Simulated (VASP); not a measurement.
# K2S (Fm-3m) in VASP: density of states with PBE

Aim: the density of states of K2S with PBE.

Everything below comes from runs of VASP 6.6.1. Logs are shortened: lines on timing, memory, paths and dates and some standing lists are left out, and cuts for length are marked.

### 1 The cell of the first run

It takes space group Fm-3m (No. 225, cubic). Conventional cell: a = 7.391 Å, b = 7.391 Å, c = 7.391 Å, α = 90.00°, β = 90.00°, γ = 90.00°. Within 4.2 Å of K (site symmetry -43m) lie 4 S at 3.20 Å and 6 K at 3.70 Å. S (site symmetry m-3m) has 8 K at 3.20 Å within 4.2 Å.

### 2 Density of states, PBE

File POSCAR:

```
K2S
1.0
    0.0000000000      3.6955000000      3.6955000000
    3.6955000000      0.0000000000      3.6955000000
    3.6955000000      3.6955000000      0.0000000000
K S
2 1
Direct
    0.2500000000      0.2500000000      0.2500000000
    0.7500000000      0.7500000000      0.7500000000
    0.0000000000      0.0000000000      0.0000000000
```

File INCAR.step1:

```
PREC = Accurate
ENCUT = 400
EDIFF = 1E-6
ISMEAR = -1
SIGMA = 0.01
LREAL = False
LASPH = True
NELM = 120
ALGO = Normal
ISIF = 2
LWAVE = False
LCHARG = True
GGA = PE
NBANDS = 19
GGA_COMPAT = False
NEDOS = 2001
LORBIT = 11
```

File KPOINTS.step1:

```
Automatic mesh
0
Gamma
  7 7 7
```

File INCAR.step2:

```
PREC = Accurate
ENCUT = 400
EDIFF = 1E-6
ISMEAR = -5
SIGMA = 0.01
LREAL = False
LASPH = True
NELM = 120
ALGO = Normal
ISIF = 2
LWAVE = False
LCHARG = False
GGA = PE
LORBIT = 11
NEDOS = 1001
ICHARG = 11
GGA_COMPAT = False
```

File KPOINTS.step2:

```
Automatic mesh
0
Gamma
  11 11 11
```

Potentials or basis: VASP PAW PBE potentials, release 64 (K_sv, S).

Started as:

```sh
> cat potpaw_PBE.64/K_sv/POTCAR potpaw_PBE.64/S/POTCAR > POTCAR
> cp INCAR.step1 INCAR
> cp KPOINTS.step1 KPOINTS
> mpirun -np 1 vasp_std > vasp.out
> cp INCAR.step2 INCAR
> cp KPOINTS.step2 KPOINTS
> mpirun -np 1 vasp_std > vasp.out
```

OUTCAR:

```text
PREC = Accurate
   ENCUT = 400
   EDIFF = 1E-6
   ISMEAR = -5
   LREAL = False
   LASPH = True
   NELM = 120
   ISIF = 2
   GGA = PE
   LORBIT = 11
   ICHARG = 11

 ion  position               nearest neighbor table
   1  0.250  0.250  0.250-   3 3.20   3 3.20   3 3.20   3 3.20   2 3.70   2 3.70   2 3.70   2 3.70
                             2 3.70   2 3.70
   2  0.750  0.750  0.750-   3 3.20   3 3.20   3 3.20   3 3.20   1 3.70   1 3.70   1 3.70   1 3.70
                             1 3.70   1 3.70
   3  0.000  0.000  0.000-   1 3.20   2 3.20   2 3.20   2 3.20   2 3.20   1 3.20   1 3.20   1 3.20

  LATTYP: Found a face centered cubic cell.
 ALAT       =     7.3910000000

  Lattice vectors:

 A1 = (   0.0000000000,   3.6955000000,   3.6955000000)
 A2 = (   3.6955000000,   0.0000000000,   3.6955000000)
 A3 = (   3.6955000000,   3.6955000000,   0.0000000000)

Analysis of symmetry for initial positions (statically):
=====================================================================
 Subroutine PRICEL returns:
 Original cell was already a primitive cell.

 Routine SETGRP: Setting up the symmetry group for a
 face centered cubic supercell.

 Subroutine GETGRP returns: Found 48 space group operations
 (whereof 48 operations were pure point group operations)
 out of a pool of 48 trial point group operations.

The static configuration has the point symmetry O_h .

Analysis of symmetry for dynamics (positions and initial velocities):
=====================================================================
 Subroutine PRICEL returns:
 Original cell was already a primitive cell.

 Routine SETGRP: Setting up the symmetry group for a
 face centered cubic supercell.

 Subroutine GETGRP returns: Found 48 space group operations
 (whereof 48 operations were pure point group operations)
 out of a pool of 48 trial point group operations.

The dynamic configuration has the point symmetry O_h .

 Subroutine INISYM returns: Found 48 space group operations
 (whereof 48 operations are pure point group operations),
 and found     1 'primitive' translations

----------------------------------------------------------------------------------------

                                     Primitive cell

  volume of cell :     100.9368

  direct lattice vectors                    reciprocal lattice vectors
     0.000000000  3.695500000  3.695500000    -0.135299689  0.135299689  0.135299689
     3.695500000  0.000000000  3.695500000     0.135299689 -0.135299689  0.135299689
     3.695500000  3.695500000  0.000000000     0.135299689  0.135299689 -0.135299689

  length of vectors
     5.226226220  5.226226220  5.226226220     0.234345935  0.234345935  0.234345935

  position of ions in fractional coordinates (direct lattice)
     0.250000000  0.250000000  0.250000000
     0.750000000  0.750000000  0.750000000
     0.000000000  0.000000000  0.000000000

  ion indices of the primitive-cell ions
   primitive index   ion index
                 1           1
                 2           2
                 3           3

----------------------------------------------------------------------------------------

 KPOINTS: Automatic mesh

Automatic generation of k-mesh.
 Grid dimensions read from file:
 generate k-points for:   11   11   11

 Generating k-lattice:

  Cartesian coordinates                     Fractional coordinates (reciprocal lattice)
    -0.012299972  0.012299972  0.012299972     0.090909091  0.000000000  0.000000000
     0.012299972 -0.012299972  0.012299972     0.000000000  0.090909091  0.000000000
     0.012299972  0.012299972 -0.012299972     0.000000000  0.000000000  0.090909091

  Length of vectors
     0.021304176  0.021304176  0.021304176

  Shift w.r.t. Gamma in fractional coordinates (k-lattice)
     0.000000000  0.000000000  0.000000000

 TETIRR: Found    201 inequivalent tetrahedra from     7986

 Subroutine IBZKPT returns following result:
 ===========================================

 Found     56 irreducible k-points:

 Following reciprocal coordinates:
            Coordinates               Weight
  0.000000  0.000000  0.000000      1.000000
  0.090909  0.000000  0.000000      8.000000
  0.181818  0.000000  0.000000      8.000000
  0.272727  0.000000  0.000000      8.000000
  0.363636  0.000000  0.000000      8.000000
  0.454545  0.000000  0.000000      8.000000
[... 16 lines left out ...]
 -0.272727  0.181818  0.000000     24.000000
 -0.181818  0.181818  0.000000     12.000000
 [... further k-points ...]
   k-points           NKPTS =     56   k-points in BZ     NKDIM =     56   number of bands    NBANDS=     16
   number of dos      NEDOS =   1001   number of ions     NIONS =      3
   total plane-waves  NPLWV =  46656
   dimension x,y,z NGX =    36 NGY =   36 NGZ =   36
   dimension x,y,z NGXF=    72 NGYF=   72 NGZF=   72
   ions per type =               2   1
   NGX,Y,Z   is equivalent  to a cutoff of  11.45, 11.45, 11.45 a.u.
   NGXF,Y,Z  is equivalent  to a cutoff of  22.90, 22.90, 22.90 a.u.
 SYSTEM =  unknown system
   PREC   = accura    normal or accurate (medium, high low for compatibility)
   ISTART =      0    job   : 0-new  1-cont  2-samecut
   ICHARG =     11    charge: 1-file 2-atom 10-const
   ISPIN  =      1    spin polarized calculation?
   LNONCOLLINEAR =      F non collinear calculations
   LSORBIT =      F    spin-orbit coupling
   LASPH  =      T    aspherical Exc in radial PAW
   ENCUT  =  400.0 eV  29.40 Ry    5.42 a.u.   8.52  8.52  8.52*2*pi/ulx,y,z
   NELM   =    120;   NELMIN=  2; NELMDL=  0     # of ELM steps
   EDIFF  = 0.1E-05   stopping-criterion for ELM
   LREAL  =      F    real-space projection
   EDIFFG = 0.1E-04   stopping-criterion for IOM
   NSW    =      0    number of steps for IOM
   IBRION =     -1    ionic relax: 0-MD 1-quasi-New 2-CG
   NFREE  =      0    steps in history (QN), initial steepest desc. (CG)
   ISIF   =      2    stress and relaxation
   ISYM   =      2    0-nonsym 1-usesym 2-fastsym
   POTIM  = 0.5000    time-step for ionic-motion
   TEBEG  =    0.0;   TEEND  =   0.0 temperature during run
   PSTRESS=    0.0 pullay stress
   NELECT =      24.0000    total number of electrons
   NUPDOWN=      -1.0000    fix difference up-down
   EMIN   =  10.00;   EMAX   =-10.00  energy-range for DOS
   EFERMI =   0.00;   METHOD = LEGACY
   ISMEAR =    -5;   SIGMA  =   0.01  broadening in eV -4-tet -1-fermi 0-gaus
   EFERMI_NEDOS =   21; number of points for ismear=-14 and -15
   IALGO  =     38    algorithm
   IMIX   =      4    mixing-type and parameters
     AMIX     =   0.40;   BMIX     =  1.00
     AMIX_MAG =   1.60;   BMIX_MAG =  1.00
  volume/ion in A,a.u.               =      33.65       227.05
  Fermi-wavevector in a.u.,A,eV,Ry     =   1.014212  1.916583 13.995304  1.028626
  Thomas-Fermi vector in A             =   2.147426
   LORBIT       =     11    0 simple, 1 ext, 2 COOP (PROOUT), +10 PAW based schemes
   GGA     = PE    functional components
   LHFCALC =     F    Hartree Fock is set to
   AEXX    =    0.0000 exact exchange contribution
   IVDW    =     0    specifies the selected vdW correction
   LEPSILON=     F    determine dielectric tensor
   LRPA    =     F    only Hartree local field effects (RPA)
 non-spin polarized calculation
 Fermi weights with tetrahedron method with Bloechl corrections
  energy-cutoff  :      400.00
  volume of cell :      100.94
 maximum number of plane-waves:      1857
 NGX is ok and might be reduce to    36

 number of electron      23.9999995 magnetization

 Free energy of the ion-electron system (eV)
  ---------------------------------------------------
  ext. energy  EPLUGINS =         0.00000000
  ---------------------------------------------------
  free energy    TOTEN  =        -9.41468823 eV

  energy without entropy =       -9.41468823  energy(sigma->0) =       -9.41468823

 E-fermi :  -0.3164     XC(G=0):  -7.3580

 val. band max:       -0.3298261435   @ k =  -0.4545   0.4545   0.0000
 cond. band min:       2.0659144785   @ k =   0.0000   0.0000   0.0000
 fundamental gap:      2.3957406220
 Fermi energy:        -0.3164069331

 k-point     1 :       0.0000    0.0000    0.0000
  band No.  band energies     occupation
      1     -29.5376      2.00000
      2     -29.4535      2.00000
      3     -13.1329      2.00000
      4     -13.1329      2.00000
      5     -13.1329      2.00000
      6     -12.8918      2.00000
[... 8 lines left out ...]
     15       5.1383      0.00000
     16       7.1644      0.00000

 k-point     2 :       0.0909    0.0000    0.0000
  band No.  band energies     occupation
      1     -29.5358      2.00000
      2     -29.4551      2.00000
      3     -13.1310      2.00000
      4     -13.1287      2.00000
      5     -13.1287      2.00000
      6     -12.9059      2.00000
[... 8 lines left out ...]
     15       5.1493      0.00000
     16       6.9522      0.00000

 k-point     3 :       0.1818    0.0000    0.0000
  band No.  band energies     occupation
      1     -29.5306      2.00000
      2     -29.4599      2.00000
      3     -13.1261      2.00000
      4     -13.1163      2.00000
      5     -13.1163      2.00000
      6     -12.9424      2.00000
[... 8 lines left out ...]
     15       5.1909      0.00000
     16       6.5247      0.00000

 k-point     4 :       0.2727    0.0000    0.0000
  band No.  band energies     occupation
      1     -29.5225      2.00000
      2     -29.4675      2.00000
      3     -13.1214      2.00000
      4     -13.0962      2.00000
      5     -13.0962      2.00000
      6     -12.9866      2.00000
[... 8 lines left out ...]
     15       5.2752      0.00000
     16       6.0202      0.00000

 k-point     5 :       0.3636    0.0000    0.0000
  band No.  band energies     occupation
      1     -29.5122      2.00000
      2     -29.4773      2.00000
      3     -13.1207      2.00000
      4     -13.0695      2.00000
      5     -13.0695      2.00000
      6     -13.0219      2.00000
[... 8 lines left out ...]
     15       5.3906      0.00000
     16       5.4256      0.00000

 k-point     6 :       0.4545    0.0000    0.0000
  band No.  band energies     occupation
      1     -29.5005      2.00000
      2     -29.4886      2.00000
      3     -13.1238      2.00000
      4     -13.0387      2.00000
      5     -13.0384      2.00000
      6     -13.0384      2.00000
[... 8 lines left out ...]
     15       5.4838      0.00000
     16       5.4838      0.00000
[... 267 lines left out ...]
 k-point    21 :      -0.4545    0.1818    0.0000
  band No.  band energies     occupation
      1     -29.4968      2.00000
      2     -29.4919      2.00000
      3     -13.2235      2.00000
      4     -13.1244      2.00000
      5     -13.0990      2.00000
      6     -12.9643      2.00000
[... 8 lines left out ...]
     15       5.6850      0.00000
     16       5.7472      0.00000

 k-point    22 :      -0.3636    0.1818    0.0000
  band No.  band energies     occupation
      1     -29.5022      2.00000
      2     -29.4867      2.00000
      3     -13.2223      2.00000
      4     -13.1071      2.00000
      5     -13.0632      2.00000
      6     -12.9990      2.00000
[... 8 lines left out ...]
     15       5.5859      0.00000
     16       5.8668      0.00000

 k-point    23 :      -0.2727    0.1818    0.0000
  band No.  band energies     occupation
      1     -29.5120      2.00000
      2     -29.4772      2.00000
      3     -13.2058      2.00000
      4     -13.0777      2.00000
      5     -13.0340      2.00000
      6     -13.0233      2.00000
[... 8 lines left out ...]
     15       5.3786      0.00000
     16       6.1917      0.00000

 k-point    24 :      -0.1818    0.1818    0.0000
  band No.  band energies     occupation
      1     -29.5205      2.00000
      2     -29.4692      2.00000
      3     -13.1813      2.00000
      4     -13.0680      2.00000
      5     -13.0530      2.00000
      6     -13.0342      2.00000
[... 8 lines left out ...]
     15       5.2270      0.00000
     16       6.4481      0.00000

 [... further k-points ...]
[... 5 lines left out ...]
  --------------------------------------------------------------------------------------
  -------------------------------------------------------------------------------------
  Total        0.3836695      0.3836695      0.3836695      0.0000000      0.0000000      0.0000000
  in kB        6.0900130      6.0900130      6.0900130      0.0000000      0.0000000      0.0000000
  external PRESSURE =       6.0900130 kB  Pullay stress =       0.0000000 kB

 VOLUME and BASIS-vectors are now :
 -----------------------------------------------------------------------------
  energy-cutoff  :      400.00
  volume of cell :      100.94
      direct lattice vectors                 reciprocal lattice vectors
     0.000000000  3.695500000  3.695500000    -0.135299689  0.135299689  0.135299689
     3.695500000  0.000000000  3.695500000     0.135299689 -0.135299689  0.135299689
     3.695500000  3.695500000  0.000000000     0.135299689  0.135299689 -0.135299689

 POSITION                                       TOTAL-FORCE (eV/Angst)
 -----------------------------------------------------------------------------------
      1.84775      1.84775      1.84775         0.000000      0.000000     -0.000000
      5.54325      5.54325      5.54325        -0.000000     -0.000000      0.000000
      0.00000      0.00000      0.00000        -0.000000      0.000000      0.000000
 -----------------------------------------------------------------------------------
    total drift:                                0.000000      0.000000      0.000000

  FREE ENERGIE OF THE ION-ELECTRON SYSTEM (eV)
  ---------------------------------------------------
  free  energy   TOTEN  =        -9.4146882277 eV

  energy  without entropy=       -9.4146882277  energy(sigma->0) =       -9.41468823

 total charge

# of ion       s       p       d       tot
------------------------------------------
    1        1.966   5.576   0.035   7.577
    2        1.966   5.576   0.035   7.577
    3        1.315   2.400   0.000   3.714
--------------------------------------------------
tot          5.247  13.551   0.071  18.869
```

Run time: 36 s. Hardware: 1 thread of Intel Xeon Platinum 8488C (Sapphire Rapids), shared host; peak memory 0.21 GiB.

What came out:

```yaml
Valence_electrons_inside_the_program's_atomic_spheres: K 7.58; S 3.71
```
